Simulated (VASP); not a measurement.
Set up this calculation in VASP 6.6.1, as the native input.

- Task: electric field gradients
- Functional: revPBE
- Potentials or basis: VASP PAW PBE potentials, release 64 (Au, Sb)
- Cutoff: 520 eV
- k mesh: 10 × 10 × 10
- Occupations: fermi-dirac, width 0.08 eV
- Spin: no spin polarisation
- Dipole correction: no
- Further INCAR settings: ALGO = Normal; EDIFF = 1e-08; NBANDS = 15

The structure of SbAu (zincblende type) lies in POSCAR:

```
SbAu
1.0
    0.0000000000      3.1108764896      3.1108764896
    3.1108764896      0.0000000000      3.1108764896
    3.1108764896      3.1108764896      0.0000000000
Au Sb
1 1
Direct
    0.0000000000      0.0000000000      0.0000000000
    0.2500000000      0.2500000000      0.2500000000
```

These files were run (other wordings do the same):

INCAR

```
PREC = Accurate
ENCUT = 520
EDIFF = 1E-8
ISMEAR = -1
SIGMA = 0.08
LREAL = False
LASPH = True
NELM = 80
ALGO = Normal
ISIF = 2
LWAVE = False
LCHARG = False
GGA = RE
LEFG = True
NBANDS = 15
```

KPOINTS

```
Automatic mesh
0
Gamma
  10 10 10
```

Potentials or basis: VASP PAW PBE potentials, release 64 (Au, Sb).

Launch:

```console
$ cat potpaw_PBE.64/Au/POTCAR potpaw_PBE.64/Sb/POTCAR > POTCAR
$ mpirun -np 1 vasp_std > vasp.out
```

It gave:

| Item | Value |
| --- | --- |
| Pressure | 1.0 GPa |
| Band gap on the k mesh | zero (band 8 reaches 7.69 eV, above the bottom of band 9 at 4.04 eV) |

Caveat: without QUAD_EFG the Cq values of the log hold for a quadrupole moment of 1 mb, not for the nuclei; the PAW data sets were made with another functional, which shifts forces and pressure a little; spin-orbit coupling is left out, which moves the levels of the heavy elements.

It took 48 s on 1 thread of Intel(R) Xeon(R) Platinum 8259CL CPU @ 2.50GHz (Skylake/Cascade Lake), with other jobs on the host, peak memory 0.22 GiB.
